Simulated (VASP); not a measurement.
# SiC (zinc blende) (F-43m) in VASP: a series of runs

The runs below take SiC (zinc blende) through single point, with PBE0.

All numbers are computed with VASP 6.6.1; they aren't measurements. Logs are shortened: lines on timing, memory, paths and dates and some standing lists are left out, and cuts for length are marked.

**1. The cell of the first run**

Symmetry: F-43m, No. 216, cubic system. The conventional cell has a = 4.047 Å, b = 4.047 Å, c = 4.047 Å, α = 90.00°, β = 90.00°, γ = 90.00°. Si (site symmetry -43m) has 4 C at 1.75 Å within 2.3 Å. Within 2.3 Å of C (site symmetry -43m) lie 4 Si at 1.75 Å.

**2. Single point, PBE0 (volume scaled by 0.8)**

The input, POSCAR:

```
SiC
1.0
    0.0000000000      2.0237327315      2.0237327315
    2.0237327315      0.0000000000      2.0237327315
    2.0237327315      2.0237327315      0.0000000000
Si C
1 1
Direct
    0.0000000000      0.0000000000      0.0000000000
    0.2500000000      0.2500000000      0.2500000000
```

The input, INCAR.step1:

```
ALGO = Normal
EDIFF = 1E-5
ENCUT = 520
GGA = PE
ISIF = 2
ISMEAR = 0
LASPH = T
LREAL = F
LWAVE = T
NBANDS = 11
NELM = 60
PREC = Accurate
SIGMA = 0.01
```

The input, INCAR.step2:

```
AEXX = 0.25
ALGO = Normal
EDIFF = 1E-6
ENCUT = 520
GGA = PE
ISIF = 2
ISMEAR = 0
ISTART = 1
LASPH = T
LCHARG = T
LELF = T
LHFCALC = T
LREAL = F
LVHAR = T
LWAVE = F
NBANDS = 11
NELM = 60
PREC = Accurate
PRECFOCK = Normal
SIGMA = 0.01
```

The input, KPOINTS:

```
k-points
0
Gamma
  6 6 6
```

Potentials or basis: VASP PAW PBE potentials, release 64 (Si, C).

The run is started by

```console
> cat potpaw_PBE.64/Si/POTCAR potpaw_PBE.64/C/POTCAR > POTCAR
> cp INCAR.step1 INCAR
> mpirun -np 1 vasp_std > vasp.out
> cp INCAR.step2 INCAR
> mpirun -np 1 vasp_std > vasp.out
```

OUTCAR:

```text
AEXX = 0.25
   EDIFF = 1E-6
   ENCUT = 520
   GGA = PE
   ISIF = 2
   ISMEAR = 0
   ISTART = 1
   LASPH = T
   LHFCALC = T
   LREAL = F
   NELM = 60
   PREC = Accurate
   PRECFOCK = Normal

 ion  position               nearest neighbor table
   1  0.000  0.000  0.000-   2 1.75   2 1.75   2 1.75   2 1.75
   2  0.250  0.250  0.250-   1 1.75   1 1.75   1 1.75   1 1.75

  LATTYP: Found a face centered cubic cell.
 ALAT       =     4.0474654630

  Lattice vectors:

 A1 = (   0.0000000000,   2.0237327315,   2.0237327315)
 A2 = (   2.0237327315,   0.0000000000,   2.0237327315)
 A3 = (   2.0237327315,   2.0237327315,   0.0000000000)

Analysis of symmetry for initial positions (statically):
=====================================================================
 Subroutine PRICEL returns:
 Original cell was already a primitive cell.

 Routine SETGRP: Setting up the symmetry group for a
 face centered cubic supercell.

 Subroutine GETGRP returns: Found 24 space group operations
 (whereof 24 operations were pure point group operations)
 out of a pool of 48 trial point group operations.

The static configuration has the point symmetry T_d .

Analysis of symmetry for dynamics (positions and initial velocities):
=====================================================================
 Subroutine PRICEL returns:
 Original cell was already a primitive cell.

 Routine SETGRP: Setting up the symmetry group for a
 face centered cubic supercell.

 Subroutine GETGRP returns: Found 24 space group operations
 (whereof 24 operations were pure point group operations)
 out of a pool of 48 trial point group operations.

The dynamic configuration has the point symmetry T_d .

 Subroutine INISYM returns: Found 24 space group operations
 (whereof 24 operations are pure point group operations),
 and found     1 'primitive' translations

----------------------------------------------------------------------------------------

                                     Primitive cell

  volume of cell :      16.5764

  direct lattice vectors                    reciprocal lattice vectors
     0.000000000  2.023732731  2.023732731    -0.247068198  0.247068198  0.247068198
     2.023732731  0.000000000  2.023732731     0.247068198 -0.247068198  0.247068198
     2.023732731  2.023732731  0.000000000     0.247068198  0.247068198 -0.247068198

  length of vectors
     2.861990276  2.861990276  2.861990276     0.427934673  0.427934673  0.427934673

  position of ions in fractional coordinates (direct lattice)
     0.000000000  0.000000000  0.000000000
     0.250000000  0.250000000  0.250000000

  ion indices of the primitive-cell ions
   primitive index   ion index
                 1           1
                 2           2

----------------------------------------------------------------------------------------

 KPOINTS: k-points

Automatic generation of k-mesh.
 Grid dimensions read from file:
 generate k-points for:    6    6    6

 Generating k-lattice:

  Cartesian coordinates                     Fractional coordinates (reciprocal lattice)
    -0.041178033  0.041178033  0.041178033     0.166666667  0.000000000  0.000000000
     0.041178033 -0.041178033  0.041178033     0.000000000  0.166666667  0.000000000
     0.041178033  0.041178033 -0.041178033     0.000000000  0.000000000  0.166666667

  Length of vectors
     0.071322445  0.071322445  0.071322445

  Shift w.r.t. Gamma in fractional coordinates (k-lattice)
     0.000000000  0.000000000  0.000000000

 Subroutine IBZKPT returns following result:
 ===========================================

 Found     16 irreducible k-points:

 Following reciprocal coordinates:
            Coordinates               Weight
  0.000000  0.000000  0.000000      1.000000
  0.166667  0.000000  0.000000      8.000000
  0.333333  0.000000  0.000000      8.000000
  0.500000  0.000000  0.000000      4.000000
  0.166667  0.166667  0.000000      6.000000
  0.333333  0.166667  0.000000     24.000000
[... 8 lines left out ...]
 -0.333333  0.333333  0.166667     24.000000
 -0.333333  0.500000  0.166667     12.000000
   k-points           NKPTS =     16   k-points in BZ     NKDIM =    216   number of bands    NBANDS=     11
   number of dos      NEDOS =    301   number of ions     NIONS =      2
   total plane-waves  NPLWV =  13824
   dimension x,y,z NGX =    24 NGY =   24 NGZ =   24
   dimension x,y,z NGXF=    48 NGYF=   48 NGZF=   48
   ions per type =               1   1
   NGX,Y,Z   is equivalent  to a cutoff of  13.94, 13.94, 13.94 a.u.
   NGXF,Y,Z  is equivalent  to a cutoff of  27.88, 27.88, 27.88 a.u.
 SYSTEM =  unknown system
   PREC   = accura    normal or accurate (medium, high low for compatibility)
   ISTART =      1    job   : 0-new  1-cont  2-samecut
   ICHARG =      0    charge: 1-file 2-atom 10-const
   ISPIN  =      1    spin polarized calculation?
   LNONCOLLINEAR =      F non collinear calculations
   LSORBIT =      F    spin-orbit coupling
   LASPH  =      T    aspherical Exc in radial PAW
   ENCUT  =  520.0 eV  38.22 Ry    6.18 a.u.   5.32  5.32  5.32*2*pi/ulx,y,z
   NELM   =     60;   NELMIN=  2; NELMDL=  0     # of ELM steps
   EDIFF  = 0.1E-05   stopping-criterion for ELM
   LREAL  =      F    real-space projection
   EDIFFG = 0.1E-04   stopping-criterion for IOM
   NSW    =      0    number of steps for IOM
   IBRION =     -1    ionic relax: 0-MD 1-quasi-New 2-CG
   NFREE  =      0    steps in history (QN), initial steepest desc. (CG)
   ISIF   =      2    stress and relaxation
   ISYM   =      3    0-nonsym 1-usesym 2-fastsym
   POTIM  = 0.5000    time-step for ionic-motion
   TEBEG  =    0.0;   TEEND  =   0.0 temperature during run
   PSTRESS=    0.0 pullay stress
   NELECT =       8.0000    total number of electrons
   NUPDOWN=      -1.0000    fix difference up-down
   EMIN   =  10.00;   EMAX   =-10.00  energy-range for DOS
   EFERMI =   0.00;   METHOD = LEGACY
   ISMEAR =     0;   SIGMA  =   0.01  broadening in eV -4-tet -1-fermi 0-gaus
   EFERMI_NEDOS =   21; number of points for ismear=-14 and -15
   IALGO  =     38    algorithm
   IMIX   =      1    mixing-type and parameters
     AMIX     =   0.40;   BMIX     =  1.00
     AMIX_MAG =   1.60;   BMIX_MAG =  1.00
  volume/ion in A,a.u.               =       8.29        55.93
  Fermi-wavevector in a.u.,A,eV,Ry     =   1.284128  2.426650 22.435802  1.648985
  Thomas-Fermi vector in A             =   2.416340
   LORBIT       =      0    0 simple, 1 ext, 2 COOP (PROOUT), +10 PAW based schemes
   GGA     = PE    functional components
   LHFCALC =     T    Hartree Fock is set to
   PRECFOCK=normal    Normal, Fast or Accurate (Low or Medium for compatibility)
   ENCUT4O =  -1.0   cutoff for four orbital integrals eV
   NKREDX  =     1    reduce k-point grid by
   NKREDY  =     1    reduce k-point grid by
   NKREDZ  =     1    reduce k-point grid by
   AEXX    =    0.2500 exact exchange contribution
   HFSCREEN=    0.0000 screening length (either q_TF or 0.3 A-1)
   HFSCREENC=   0.0000 screening length for correlation (either q_TF or 0.3 A-1)
   ENCUTFOCK=  -1.0 apply spherical cutoff to Coloumb kernel
   IVDW    =     0    specifies the selected vdW correction
   LEPSILON=     F    determine dielectric tensor
   LRPA    =     F    only Hartree local field effects (RPA)
 non-spin polarized calculation
 Gauss-broadening in eV      SIGMA  =   0.01
  energy-cutoff  :      520.00
  volume of cell :       16.58
 maximum number of plane-waves:       459
 NGX is ok and might be reduce to    24
  NGX = 16; NGY = 16; NGZ = 16

 number of electron       8.0000000 magnetization

 Free energy of the ion-electron system (eV)
  ---------------------------------------------------
  ext. energy  EPLUGINS =         0.00000000
  ---------------------------------------------------
  free energy    TOTEN  =       -17.70694105 eV

  energy without entropy =      -17.70694105  energy(sigma->0) =      -17.70694105

 E-fermi :   9.7605     XC(G=0):  -9.7081

 val. band max:        9.7119556312   @ k =   0.0000   0.0000   0.0000
 cond. band min:      12.5373653144   @ k =   0.5000   0.5000   0.0000
 fundamental gap:      2.8254096832
 Fermi energy:         9.7604642315

 k-point     1 :       0.0000    0.0000    0.0000
  band No.  band energies     occupation
      1      -9.2525      2.00000
      2       9.7120      2.00000
      3       9.7120      2.00000
      4       9.7120      2.00000
      5      20.8760      0.00000
      6      20.9519      0.00000
      7      20.9519      0.00000
      8      20.9519      0.00000
      9      28.1497      0.00000
     10      28.1497      0.00000
     11      31.4751      0.00000

 k-point     2 :       0.1667    0.0000    0.0000
  band No.  band energies     occupation
      1      -8.5583      2.00000
      2       6.9316      2.00000
      3       9.3463      2.00000
      4       9.3463      2.00000
      5      20.2701      0.00000
      6      21.5394      0.00000
      7      21.5394      0.00000
      8      22.7577      0.00000
      9      26.2120      0.00000
     10      26.2120      0.00000
     11      29.7564      0.00000

 k-point     3 :       0.3333    0.0000    0.0000
  band No.  band energies     occupation
      1      -6.5643      2.00000
      2       2.1331      2.00000
      3       8.7656      2.00000
      4       8.7656      2.00000
      5      19.6462      0.00000
      6      20.7345      0.00000
      7      20.7345      0.00000
      8      23.7107      0.00000
      9      28.3454      0.00000
     10      28.3454      0.00000
     11      30.2574      0.00000
[... 155 lines left out ...]
 k-point    15 :      -0.3333    0.3333    0.1667
  band No.  band energies     occupation
      1      -3.0493      2.00000
      2       0.6852      2.00000
      3       3.9301      2.00000
      4       5.7892      2.00000
      5      17.2005      0.00000
      6      21.4736      0.00000
      7      24.4460      0.00000
      8      25.5354      0.00000
      9      28.1346      0.00000
     10      31.3143      0.00000
     11      36.8730      0.00000

 k-point    16 :      -0.3333    0.5000    0.1667
  band No.  band energies     occupation
      1      -2.3562      2.00000
      2       1.1296      2.00000
      3       3.9319      2.00000
      4       4.1276      2.00000
      5      15.8345      0.00000
      6      20.2708      0.00000
      7      25.1093      0.00000
      8      27.0614      0.00000
      9      29.6561      0.00000
     10      32.8433      0.00000
     11      38.1351      0.00000

------------------------ aborting loop because EDIFF is reached ----------------------------------------

  FORCE on cell =-STRESS in cart. coord.  units (eV):
  Direction    XX          YY          ZZ          XY          YZ          ZX
  --------------------------------------------------------------------------------------
  -------------------------------------------------------------------------------------
  Total        7.6627220      7.6627220      7.6627220      0.0000000      0.0000000     -0.0000000
  in kB      740.6349287    740.6349287    740.6349287      0.0000000      0.0000000     -0.0000000
  external PRESSURE =     740.6349287 kB  Pullay stress =       0.0000000 kB

 VOLUME and BASIS-vectors are now :
 -----------------------------------------------------------------------------
  energy-cutoff  :      520.00
  volume of cell :       16.58
      direct lattice vectors                 reciprocal lattice vectors
     0.000000000  2.023732731  2.023732731    -0.247068198  0.247068198  0.247068198
     2.023732731  0.000000000  2.023732731     0.247068198 -0.247068198  0.247068198
     2.023732731  2.023732731  0.000000000     0.247068198  0.247068198 -0.247068198

 POSITION                                       TOTAL-FORCE (eV/Angst)
 -----------------------------------------------------------------------------------
      0.00000      0.00000      0.00000        -0.000000      0.000000      0.000000
      1.01187      1.01187      1.01187         0.000000     -0.000000     -0.000000
 -----------------------------------------------------------------------------------
    total drift:                               -0.000000      0.000000      0.000000

  FREE ENERGIE OF THE ION-ELECTRON SYSTEM (eV)
  ---------------------------------------------------
  free  energy   TOTEN  =       -17.7069410484 eV

  energy  without entropy=      -17.7069410484  energy(sigma->0) =      -17.70694105
```

Run time: 89 s. Hardware: 1 thread of Intel Xeon 6975P-C (Granite Rapids), shared host; peak memory 0.13 GiB.

What came out:

| Item | Value |
| --- | --- |
| Free energy | -17.7069 eV |
| Pressure | 74.1 GPa |
| Band gap on the k mesh | 2.83 eV, indirect (least direct gap 6.77 eV) |

Caveat: the k points lie up to 0.45 Å⁻¹ apart; the PAW data sets were made with another functional, which shifts forces and pressure a little.

**3. Single point, PBE0 (volume scaled by 0.92)**

The input, POSCAR:

```
SiC
1.0
    0.0000000000      2.1202436412      2.1202436412
    2.1202436412      0.0000000000      2.1202436412
    2.1202436412      2.1202436412      0.0000000000
Si C
1 1
Direct
    0.0000000000      0.0000000000      0.0000000000
    0.2500000000      0.2500000000      0.2500000000
```

The input, INCAR.step1:

```
SYSTEM = SiC
PREC = Accurate ; ENCUT = 520
EDIFF = 1E-5 ; ISMEAR = 0
SIGMA = 0.01 ; LREAL = .FALSE.
LASPH = .TRUE. ; NELM = 60
ALGO = Normal ; ISIF = 2
LWAVE = .TRUE. ; NBANDS = 11
GGA = PE
```

The input, INCAR.step2:

```
SYSTEM = SiC
PREC = Accurate ; ENCUT = 520
EDIFF = 1E-6 ; ISMEAR = 0
SIGMA = 0.01 ; LREAL = .FALSE.
LASPH = .TRUE. ; NELM = 60
ALGO = Normal ; ISIF = 2
LWAVE = .FALSE. ; LCHARG = .TRUE.
GGA = PE ; LHFCALC = .TRUE.
AEXX = 0.25 ; PRECFOCK = Normal
LELF = .TRUE. ; LVHAR = .TRUE.
NBANDS = 11 ; ISTART = 1
```

The input, KPOINTS:

```
regular mesh
0
G
  6 6 6
  0 0 0
```

Potentials or basis: VASP PAW PBE potentials, release 64 (Si, C).

The run is started by

```console
> cat potpaw_PBE.64/Si/POTCAR potpaw_PBE.64/C/POTCAR > POTCAR
> cp INCAR.step1 INCAR
> mpirun -np 1 vasp_std > vasp.out
> cp INCAR.step2 INCAR
> mpirun -np 1 vasp_std > vasp.out
```

It took 2.9 min on 1 thread of Intel Xeon 6975P-C (Granite Rapids), shared host; peak memory 0.14 GiB.

Results (log left out):

| Property | Result |
| --- | --- |
| Free energy | -18.3937 eV |
| Pressure | 19.7 GPa |
| Band gap on the k mesh | 2.93 eV, indirect (least direct gap 6.61 eV) |

Levels at points of the mesh, in eV from the valence-band top:
```csv
k point,band 1,band 2,band 3,band 4,band 5,band 6,band 7,band 8
"(0.00, 0.00, 0.00)",-17.72,0.00,0.00,0.00,9.35,10.00,10.00,10.00
"(0.50, 0.00, 0.00)",-13.53,-9.89,-1.18,-1.18,8.23,9.63,9.63,12.83
"(0.50, 0.50, 0.00)",-11.88,-8.86,-3.68,-3.68,2.93,6.47,17.77,17.77
```

Caveat: the k points lie up to 0.43 Å⁻¹ apart; the PAW data sets were made with another functional, which shifts forces and pressure a little. A k mesh can miss the band edges.

**4. Single point, PBE0 (volume scaled by 1.03)**

The input, POSCAR:

```
SiC
1.0
    0.0000000000      2.2015855622      2.2015855622
    2.2015855622      0.0000000000      2.2015855622
    2.2015855622      2.2015855622      0.0000000000
Si C
1 1
Direct
    0.0000000000      0.0000000000      0.0000000000
    0.2500000000      0.2500000000      0.2500000000
```

The input, INCAR.step1:

```
SYSTEM = SiC
PREC = Accurate
ENCUT = 520
EDIFF = 1E-5
ISMEAR = 0
SIGMA = 0.01
LREAL = .False.
LASPH = .True.
NELM = 80
ALGO = Normal
ISIF = 2
LWAVE = .True.
LCHARG = .False.
GGA = PE
NBANDS = 11
```

The input, INCAR.step2:

```
SYSTEM = SiC
PREC = Accurate
ENCUT = 520
EDIFF = 1E-6
ISMEAR = 0
SIGMA = 0.01
LREAL = .False.
LASPH = .True.
NELM = 80
ALGO = Normal
ISIF = 2
LWAVE = .False.
LCHARG = .False.
GGA = PE
LHFCALC = .True.
AEXX = 0.25
PRECFOCK = Normal
ISTART = 1
NBANDS = 11
```

The input, KPOINTS:

```
Automatic mesh
0
Gamma
  6 6 6
  0 0 0
```

The run is started by

```console
> cat potpaw_PBE.64/Si/POTCAR potpaw_PBE.64/C/POTCAR > POTCAR
> cp INCAR.step1 INCAR
> mpirun -np 1 vasp_std > vasp.out
> cp INCAR.step2 INCAR
> mpirun -np 1 vasp_std > vasp.out
```

Run time: 2.9 min. Hardware: 1 thread of Intel Xeon 6975P-C (Granite Rapids), shared host; peak memory 0.14 GiB.

Results (log left out):

```
Free energy            : -18.4560 eV
Pressure               : -8.6 GPa
Band gap on the k mesh : 3.00 eV, indirect (least direct gap 6.45 eV)
```

Levels at points of the mesh, in eV from the valence-band top:
```tsv
k point	band 1	band 2	band 3	band 4	band 5	band 6	band 7	band 8	band 9
(0.00, 0.00, 0.00)	-16.78	0.00	0.00	0.00	7.91	9.12	9.12	9.12	16.67
(0.50, 0.00, 0.00)	-13.05	-9.22	-1.16	-1.16	7.09	9.11	9.11	12.15	18.27
(0.50, 0.50, 0.00)	-11.51	-8.48	-3.45	-3.45	3.00	6.00	16.35	16.35	17.09
```

Caveat: the PAW data sets were made with another functional, which shifts forces and pressure a little. A k mesh can miss the band edges.

**5. Overview**

| cell | gap on the mesh (eV) | pressure (GPa) |
| --- | --- | --- |
| a = 2.862 Å, angles 60.0°, 2 atoms | 2.83 | 74.1 |
| a = 2.998 Å, angles 60.0°, 2 atoms | 2.93 | 19.7 |
| a = 3.114 Å, angles 60.0°, 2 atoms | 3.00 | -8.6 |

Alike in all rows: task single point; level PBE0; potentials or basis VASP PAW PBE potentials, release 64 (Si, C); no spin polarisation; k mesh 6 × 6 × 6; cutoff (eV) 520; smearing gaussian 0.01 eV.

Caveats: some runs use coarse meshes; the PAW data sets were made with another functional, which shifts forces and pressure a little.

Absolute energies hang on the potentials; compare differences alone.
